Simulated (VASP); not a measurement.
# MoP4 (C2/c) in VASP: single point with PBEsol

Aim: the single point of MoP4 with PBEsol.

Everything below comes from runs of VASP 6.6.1. Logs are shortened: lines on timing, memory, paths and dates and some standing lists are left out, and cuts for length are marked.

### 1 The cell of the first run

It takes space group C2/c (No. 15, monoclinic). Conventional cell: a = 5.347 Å, b = 11.226 Å, c = 5.755 Å, α = 90.00°, β = 110.81°, γ = 90.00°. Within 3.2 Å of Mo (site symmetry 2) lie 6 P at 2.40 to 2.45 Å and 2 Mo at 3.16 Å. Within 2.9 Å of P (site symmetry 1) lie 2 P at 2.21 to 2.25 Å and 2 Mo at 2.40 to 2.44 Å. P (site symmetry 1) has 3 P at 2.21 to 2.25 Å and 1 Mo at 2.45 Å within 2.9 Å.

### 2 Single point, PBEsol (biaxial strain in the a-b plane: +1.0 %)

Input file INCAR:

```
PREC = Accurate
ENCUT = 500
EDIFF = 1E-6
ISMEAR = 0
SIGMA = 0.1
LREAL = False
LASPH = True
NELM = 120
ALGO = Normal
ISIF = 2
LWAVE = False
LCHARG = False
GGA = PS
NBANDS = 45
GGA_COMPAT = False
```

Input file KPOINTS:

```
regular mesh
0
Gamma
  8 8 8
```

Input file POSCAR:

```
MoP4
1.0
    2.6733589277     -5.6127892346      0.0048824891
    2.6733589277      5.6127892346      0.0048824891
   -2.0543780238      0.0000000000      5.3754967930
Mo P
2 8
Direct
    0.9420458152      0.0579541848      0.2500000000
    0.0579541848      0.9420458152      0.7500000000
    0.1829539972      0.3741936485      0.6819998545
    0.6258063515      0.8170460028      0.8180001455
    0.8170460028      0.6258063515      0.3180001455
    0.3741936485      0.1829539972      0.1819998545
    0.0568821514      0.4973146812      0.1900550198
    0.5026853188      0.9431178486      0.3099449802
    0.9431178486      0.5026853188      0.8099449802
    0.4973146812      0.0568821514      0.6900550198
```

Potentials or basis: VASP PAW PBE potentials, release 64 (Mo_sv, P).

On the command line:

```bash
$ cat potpaw_PBE.64/Mo_sv/POTCAR potpaw_PBE.64/P/POTCAR > POTCAR
$ mpirun -np 1 vasp_std > vasp.out
```

OUTCAR:

```text
PREC = Accurate
   ENCUT = 500
   EDIFF = 1E-6
   ISMEAR = 0
   LREAL = False
   LASPH = True
   NELM = 120
   ISIF = 2
   GGA = PS

 ion  position               nearest neighbor table
   1  0.942  0.058  0.250-   5 2.40   6 2.40   3 2.44   4 2.44   7 2.45   8 2.45   2 3.16   2 3.16

   2  0.058  0.942  0.750-   3 2.40   4 2.40   5 2.44   6 2.44   9 2.45  10 2.45   1 3.16   1 3.16

   3  0.183  0.374  0.682-   4 2.21   9 2.25   2 2.40   1 2.44
   4  0.626  0.817  0.818-   3 2.21  10 2.25   2 2.40   1 2.44
   5  0.817  0.626  0.318-   6 2.21   7 2.25   1 2.40   2 2.44
   6  0.374  0.183  0.182-   5 2.21   8 2.25   1 2.40   2 2.44
   7  0.057  0.497  0.190-   9 2.21   8 2.23   5 2.25   1 2.45
   8  0.503  0.943  0.310-  10 2.21   7 2.23   6 2.25   1 2.45
   9  0.943  0.503  0.810-   7 2.21  10 2.23   3 2.25   2 2.45
  10  0.497  0.057  0.690-   8 2.21   9 2.23   4 2.25   2 2.45

  LATTYP: Found a base centered monoclinic cell.
 ALAT       =     5.3467267725
 B/A-ratio  =     2.0995234929
 C/A-ratio  =     1.0763011314
 COS(beta)  =    -0.3552854731

  Lattice vectors:

 A1 = (   2.6733589277,  -5.6127892346,   0.0048824891)
 A2 = (   2.6733589277,   5.6127892346,   0.0048824891)
 A3 = (  -2.0543780238,   0.0000000000,   5.3754967930)

Analysis of symmetry for initial positions (statically):
=====================================================================
 Subroutine PRICEL returns:
 Original cell was already a primitive cell.

 Routine SETGRP: Setting up the symmetry group for a
 base centered monoclinic supercell.

 Subroutine GETGRP returns: Found  4 space group operations
 (whereof  2 operations were pure point group operations)
 out of a pool of  4 trial point group operations.

The static configuration has the point symmetry S_2 .
 The point group associated with its full space group is C_2h.

Analysis of symmetry for dynamics (positions and initial velocities):
=====================================================================
 Subroutine PRICEL returns:
 Original cell was already a primitive cell.

 Routine SETGRP: Setting up the symmetry group for a
 base centered monoclinic supercell.

 Subroutine GETGRP returns: Found  4 space group operations
 (whereof  2 operations were pure point group operations)
 out of a pool of  4 trial point group operations.

[... 123 lines left out ...]
   ISIF   =      2    stress and relaxation
   ISYM   =      2    0-nonsym 1-usesym 2-fastsym
   POTIM  = 0.5000    time-step for ionic-motion
   TEBEG  =    0.0;   TEEND  =   0.0 temperature during run
   PSTRESS=    0.0 pullay stress
   NELECT =      68.0000    total number of electrons
   NUPDOWN=      -1.0000    fix difference up-down
   EMIN   =  10.00;   EMAX   =-10.00  energy-range for DOS
   EFERMI =   0.00;   METHOD = LEGACY
   ISMEAR =     0;   SIGMA  =   0.10  broadening in eV -4-tet -1-fermi 0-gaus
   EFERMI_NEDOS =   21; number of points for ismear=-14 and -15
   IALGO  =     38    algorithm
   IMIX   =      4    mixing-type and parameters
     AMIX     =   0.40;   BMIX     =  1.00
     AMIX_MAG =   1.60;   BMIX_MAG =  1.00
  volume/ion in A,a.u.               =      16.14       108.94
  Fermi-wavevector in a.u.,A,eV,Ry     =   1.227200  2.319071 20.490635  1.506019
  Thomas-Fermi vector in A             =   2.362172
   LORBIT       =      0    0 simple, 1 ext, 2 COOP (PROOUT), +10 PAW based schemes
   GGA     = PS    functional components
   LHFCALC =     F    Hartree Fock is set to
   AEXX    =    0.0000 exact exchange contribution
   IVDW    =     0    specifies the selected vdW correction
   LEPSILON=     F    determine dielectric tensor
   LRPA    =     F    only Hartree local field effects (RPA)
 non-spin polarized calculation
 Gauss-broadening in eV      SIGMA  =   0.10
  energy-cutoff  :      500.00
  volume of cell :      161.43
 maximum number of plane-waves:      4127
 NGX is ok and might be reduce to    48
   NGX = 23   NGY = 23   NGZ = 21

 number of electron      68.0000000 magnetization

 Free energy of the ion-electron system (eV)
  ---------------------------------------------------
  ext. energy  EPLUGINS =         0.00000000
  ---------------------------------------------------
  free energy    TOTEN  =       -73.72056788 eV

  energy without entropy =      -73.71611884  energy(sigma->0) =      -73.71834336

 E-fermi :   9.2119     XC(G=0): -11.2518

 val. band max:        9.1633171107   @ k =   0.2500   0.2500  -0.0000
 cond. band min:       9.2198464916   @ k =   0.3750   0.1250  -0.0000
 fundamental gap:      0.0565293809
 Fermi energy:         9.2119418974

 k-point     1 :       0.0000    0.0000    0.0000
  band No.  band energies     occupation
      1     -51.6329      2.00000
      2     -51.6112      2.00000
      3     -26.0585      2.00000
      4     -25.8495      2.00000
      5     -25.8393      2.00000
      6     -25.8191      2.00000
[... 1141 lines left out ...]
     44      12.3922      0.00000
     45      12.6613      0.00000

 [... further k-points ...]

------------------------ aborting loop because EDIFF is reached ----------------------------------------

  FORCE on cell =-STRESS in cart. coord.  units (eV):
  Direction    XX          YY          ZZ          XY          YZ          ZX
  --------------------------------------------------------------------------------------
  -------------------------------------------------------------------------------------
  Total       -3.9680255     -4.1242907      1.3632821      0.0000000      0.0000000      0.1820845
  in kB      -39.3819670    -40.9328719     13.5303390      0.0000000      0.0000000      1.8071573
  external PRESSURE =     -22.2615000 kB  Pullay stress =       0.0000000 kB

 VOLUME and BASIS-vectors are now :
 -----------------------------------------------------------------------------
  energy-cutoff  :      500.00
  volume of cell :      161.43
      direct lattice vectors                 reciprocal lattice vectors
     2.673358928 -5.612789235  0.004882489     0.186900175 -0.089082269  0.071428489
     2.673358928  5.612789235  0.004882489     0.186900175  0.089082269  0.071428489
    -2.054378024  0.000000000  5.375496793    -0.000339518  0.000000000  0.185899563

 POSITION                                       TOTAL-FORCE (eV/Angst)
 -----------------------------------------------------------------------------------
      2.15976     -4.96222      1.34876        -0.000000     -0.131170      0.000000
      1.13258      4.96222      4.03651        -0.000000      0.131170      0.000000
      0.08837      1.07339      3.66881        -0.033958      0.018434      0.128009
      2.17678      1.07339      4.40420         0.033958      0.018434     -0.128009
      3.20397     -1.07339      1.71645         0.033958     -0.018434     -0.128009
      1.11556     -1.07339      0.98106        -0.033958     -0.018434      0.128009
      1.09112      2.47205      1.02435         0.027956      0.056125      0.101415
      3.22841      2.47205      1.67317        -0.027956      0.056125     -0.101415
      2.20122     -2.47205      4.36092        -0.027956     -0.056125     -0.101415
      0.06393     -2.47205      3.71209         0.027956     -0.056125      0.101415
 -----------------------------------------------------------------------------------
    total drift:                               -0.000000     -0.000000      0.000000

  FREE ENERGIE OF THE ION-ELECTRON SYSTEM (eV)
  ---------------------------------------------------
  free  energy   TOTEN  =       -73.7205678845 eV

  energy  without entropy=      -73.7161188437  energy(sigma->0) =      -73.71834336
```

Run time: 17 min. Hardware: 1 thread of Oxide Virtual Turin-like, shared host; peak memory 0.8 GiB.

Results:

- Free energy: -73.7206 eV
- Pressure: -2.2 GPa
- Largest force: 0.134 eV/Å
- Band gap on the k mesh: zero (bands 34 and 35 overlap by 0.20 eV)

Forces on the atoms (eV/Å):
```
Mo   0.000 -0.131  0.000
Mo   0.000  0.131  0.000
P   -0.034  0.018  0.128
P    0.034  0.018 -0.128
P    0.034 -0.018 -0.128
P   -0.034 -0.018  0.128
P    0.028  0.056  0.101
P   -0.028  0.056 -0.101
P   -0.028 -0.056 -0.101
P    0.028 -0.056  0.101
```

Caveat: the cell differs from its parent crystal (biaxial strain in the a-b plane: +1.0 %); the stress differs along the axes, from -4 to 1 GPa; the PAW data sets were made with another functional, which shifts forces and pressure a little.

The gap in the log of VASP goes by the Fermi energy; the results here count the filled bands.